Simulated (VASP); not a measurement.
# La3Si2F (P6/mmm) in VASP: a series of runs, part 2 of 2

VASP 6.6.1. The steps go on from the part before.

## 4. Relaxation of cell and atoms, PBE

INCAR

```
ALGO     = Normal         # electronic algorithm
EDIFF    = 1E-6           # SCF threshold, eV
EDIFFG   = -0.04          # ionic threshold
ENCUT    = 600            # plane-wave cutoff, eV
GGA      = PE             # functional
IBRION   = 2              # ionic algorithm
ISIF     = 3              # what is computed and relaxed
ISMEAR   = 0              # smearing method
LASPH    = True           # aspherical terms in the spheres
LCHARG   = False          # write CHGCAR
LREAL    = False          # projectors in reciprocal space
LWAVE    = False          # write WAVECAR
NELM     = 100            # most SCF steps
NSW      = 90             # ionic steps
PREC     = Accurate       # precision mode
SIGMA    = 0.1            # smearing width, eV
```

KPOINTS

```
k-points
0
Gamma
  3 3 4
```

POSCAR

```
La3Si2F
1.0
    5.9144555600      0.0000000000      0.0000000000
   -2.9572277800      5.1220687600      0.0000000000
    0.0000000000      0.0000000000      4.5708082200
La Si F
3 2 1
Direct
    0.5000000000      0.0000000000      0.5000000000
    0.5000000000      0.5000000000      0.5000000000
    0.0000000000      0.5000000000      0.5000000000
    0.3333333300      0.6666666700      0.0000000000
    0.6666666700      0.3333333300      0.0000000000
    0.0000000000      0.0000000000      0.0000000000
```

Potentials or basis: VASP PAW PBE potentials, release 64 (La, Si, F).

Launch:

```sh
cat potpaw_PBE.64/La/POTCAR potpaw_PBE.64/Si/POTCAR potpaw_PBE.64/F/POTCAR > POTCAR
mpirun -np 1 vasp_std > vasp.out
```

OUTCAR:

```text
EDIFF = 1E-6
   EDIFFG = -0.04
   ENCUT = 600
   GGA = PE
   IBRION = 2
   ISIF = 3
   ISMEAR = 0
   LASPH = True
   LREAL = False
   NELM = 100
   NSW = 90
   PREC = Accurate

 ion  position               nearest neighbor table
   1  0.500  0.000  0.500-   4 2.85   5 2.85   4 2.85   5 2.85   2 2.96   3 2.96   2 2.96   3 2.96

   2  0.500  0.500  0.500-   4 2.85   5 2.85   4 2.85   5 2.85   1 2.96   1 2.96   3 2.96   3 2.96

   3  0.000  0.500  0.500-   4 2.85   5 2.85   4 2.85   5 2.85   1 2.96   1 2.96   2 2.96   2 2.96

   4  0.333  0.667  0.000-   1 2.85   1 2.85   3 2.85   3 2.85   2 2.85   2 2.85
   5  0.667  0.333  0.000-   1 2.85   1 2.85   3 2.85   3 2.85   2 2.85   2 2.85
   6  0.000  0.000  0.000-

  LATTYP: Found a hexagonal cell.
 ALAT       =     5.9144555600
 C/A-ratio  =     0.7728197758

  Lattice vectors:

[... 179 lines left out ...]
  -------------------------------------------------------------------------------------
  Total       15.4131112     15.4131112     10.7662643      0.0000000      0.0000000      0.0000000
  in kB      178.3395714    178.3395711    124.5725752      0.0000000      0.0000000      0.0000000
  external PRESSURE =     160.4172392 kB  Pullay stress =       0.0000000 kB
[... 227 lines left out ...]
--------------------------------------- Ionic step        7  -------------------------------------------

 number of electron      48.0000021 magnetization

 Free energy of the ion-electron system (eV)
  ---------------------------------------------------
  ext. energy  EPLUGINS =         0.00000000
  ---------------------------------------------------
  free energy    TOTEN  =       -30.35196472 eV

  energy without entropy =      -30.34159670  energy(sigma->0) =      -30.34678071

 E-fermi :   4.2180     XC(G=0):  -8.0711

 val. band max:        4.1655545920   @ k =   0.3333  -0.0000   0.0000
 cond. band min:       4.3378767332   @ k =   0.0000   0.0000   0.5000
 fundamental gap:      0.1723221412
 Fermi energy:         4.2179929715

 k-point     1 :       0.0000    0.0000    0.0000
  band No.  band energies     occupation
      1     -28.6534      2.00000
      2     -28.5778      2.00000
      3     -28.5778      2.00000
      4     -15.6478      2.00000
      5     -12.9221      2.00000
      6     -12.6960      2.00000
[... 301 lines left out ...]
  FREE ENERGIE OF THE ION-ELECTRON SYSTEM (eV)
  ---------------------------------------------------
  free  energy   TOTEN  =       -30.3519647207 eV

  energy  without entropy=      -30.3415966986  energy(sigma->0) =      -30.34678071

 reached required accuracy - stopping structural energy minimisation
```

Wall time 8.8 min (1 thread of Intel Xeon Platinum 8124M at 3.00GHz (Skylake/Cascade Lake), shared host); peak memory 0.33 GiB.

What came out:

| Property | Result |
| --- | --- |
| Free energy | -30.3520 eV |
| Relaxed volume | 34.55 Å³/atom |
| Relaxed cell | a = 7.699 Å, b = 7.699 Å, c = 4.038 Å, α = 90.00°, β = 90.00°, γ = 120.00° |
| Space group after relaxing (to 0.1 Å) | P6/mmm (No. 191) |
| Energy gained by relaxing | 776.2 meV/atom |
| Ionic steps | 7 |
| Pressure after relaxing | 0.1 GPa |
| Band gap on the k mesh | zero (bands 24 and 25 overlap by 0.20 eV) |

Stress tensor (GPa, compression positive):
```
 0.11  0.00  0.00
 0.00  0.11  0.00
 0.00  0.00 -0.05
```

Step by step:
| step | energy change (eV) | largest force (eV/Å) | pressure (GPa) | volume (Å³) |
| --- | --- | --- | --- | --- |
| 1 | 0.0000 | 0.0000 | 16.04 | 138.47 |
| 2 | -2.0031 | 0.0000 | -1.11 | 190.06 |
| 3 | -2.0050 | 0.0000 | -0.81 | 188.22 |
| 4 | -3.1842 | 0.0000 | -0.46 | 196.32 |
| 5 | -4.3107 | 0.0000 | -0.26 | 209.93 |
| 6 | -4.6568 | 0.0000 | 0.06 | 207.50 |
| 7 | -4.6571 | 0.0000 | 0.06 | 207.28 |

Final structure:
```
La Si F
1.0
     7.69870    0.00000    0.00000
    -3.84935    6.66727    0.00000
     0.00000    0.00000    4.03820
La Si F
3 2 1
Direct
  0.50000 0.00000 0.50000
  0.50000 0.50000 0.50000
  0.00000 0.50000 0.50000
  0.33333 0.66667 0.00000
  0.66667 0.33333 0.00000
  0.00000 0.00000 0.00000
```

Caveat: the k points lie up to 0.39 Å⁻¹ apart in the final cell; the volume moved by over 15 % at a fixed basis, so the end points are rough; spin-orbit coupling is left out, which moves the levels of the heavy elements.

## 5. Single point, PBE

This run uses another cell than the first one, of 35.94 Å³/atom.

INCAR

```
SYSTEM = La3Si2F
ALGO = Normal ; EDIFF = 1E-6
ENCUT = 520 ; GGA = PE
ISIF = 2 ; ISMEAR = 0
LASPH = .TRUE. ; LCHARG = .FALSE.
LREAL = .FALSE. ; LWAVE = .FALSE.
NBANDS = 33 ; NELM = 80
PREC = Accurate ; SIGMA = 0.1
```

KPOINTS

```
k-points
0
G
  6 6 10
  0 0 0
```

POSCAR

```
La3Si2F
1.0
    7.9178632107      0.0000000000      0.0000000000
   -3.9589316053      6.8570706841      0.0000000000
    0.0000000000      0.0000000000      3.9717872564
La Si F
3 2 1
Direct
    0.5000000000      0.0000000000      0.5000000000
    0.5000000000      0.5000000000      0.5000000000
    0.0000000000      0.5000000000      0.5000000000
    0.3333333333      0.6666666667      0.0000000000
    0.6666666667      0.3333333333      0.0000000000
    0.0000000000      0.0000000000      0.0000000000
```

Launch:

```sh
cat potpaw_PBE.64/La/POTCAR potpaw_PBE.64/Si/POTCAR potpaw_PBE.64/F/POTCAR > POTCAR
mpirun -np 1 vasp_std > vasp.out
```

Wall time 6 min (1 thread of Intel Xeon Platinum 8124M at 3.00GHz (Skylake/Cascade Lake), shared host); peak memory 0.51 GiB.

The run converged. Its results:

| Quantity | Value |
| --- | --- |
| Free energy | -30.6638 eV |
| Pressure | -0.1 GPa |
| Band gap on the k mesh | zero (bands 24 and 25 overlap by 0.21 eV) |

Levels at points of the mesh, in eV from the Fermi level:
```tsv
k point	band 21	band 22	band 23	band 24	band 25	band 26	band 27	band 28
(0.00, 0.00, 0.00)	-1.03	-0.69	0.13	0.13	0.18	0.18	0.37	0.66
(0.50, 0.00, 0.00)	-1.02	-0.62	-0.39	-0.24	-0.06	0.65	0.94	1.18
(0.00, 0.00, 0.50)	-1.14	-0.03	0.15	0.15	0.35	0.35	1.32	1.32
(0.50, 0.00, 0.50)	-1.28	-1.12	-0.72	-0.40	0.77	1.37	1.43	1.46
```

Caveat: spin-orbit coupling is left out, which moves the levels of the heavy elements.

## 6. The runs side by side

```csv
task,cell,k mesh,cutoff (eV),gap on the mesh (eV),pressure (GPa)
single point,"a = 5.914, b = 5.914, c = 4.571 Å, angles 90.0, 90.0, 120.0°, 6 atoms",3 × 3 × 4,520,none,16.0
single point,"a = 7.878, b = 7.878, c = 3.995 Å, angles 90.0, 90.0, 120.0°, 6 atoms",3 × 3 × 4,520,none,0.0
relaxation of cell and atoms,"relaxed from a = 5.914, b = 5.914, c = 4.571 Å, angles 90.0, 90.0, 120.0°, 6 atoms",3 × 3 × 4,600,none,0.1
single point,"a = 7.918, b = 7.918, c = 3.972 Å, angles 90.0, 90.0, 120.0°, 6 atoms",6 × 6 × 10,520,none,-0.1
```

Alike in all rows: level PBE; potentials or basis VASP PAW PBE potentials, release 64 (La, Si, F); no spin polarisation; smearing gaussian 0.1 eV.

Caveats: some runs use coarse meshes; spin-orbit coupling is left out, which moves the levels of the heavy elements; the volume moved by over 15 % at a fixed basis, so the end points are rough (at least some runs).

Total energies depend on the potentials used, so only differences within one code and one set of settings carry meaning.
